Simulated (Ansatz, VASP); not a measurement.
**Cu in VASP and in Ansatz**

```
Cu
1.0
     0.00000    1.80750    1.80750
     1.80750    0.00000    1.80750
     1.80750    1.80750    0.00000
Cu
1
Direct
  0.00000 0.00000 0.00000
```

Alike in both runs: task single point; functional LDA; k mesh 6 × 6 × 6; occupations fermi-dirac, width 0.2 eV; no spin polarisation.

|  | VASP | Ansatz |
| --- | --- | --- |
| version | VASP 6.6.1 | Ansatz 0.2.0 |
| potentials or method | VASP PAW LDA potentials, release 64 (Cu), cutoff 600 eV | plane waves, PAW |
| valence electrons in the cell | 11 | 19 |

```csv
,VASP,Ansatz,Ansatz less VASP
pressure (GPa),-10.5,-11.4,-0.85
```

LDA's correlation is that of Perdew and Zunger in VASP and of Perdew and Wang (1992) in Ansatz. VASP's potentials hold 11 valence electrons a cell and Ansatz's 19, so a difference there can come from the potentials and not from the codes. Ansatz's warnings: stress scf threshold loose.

The k mesh is coarse, so the values compare programs but aren't converged.
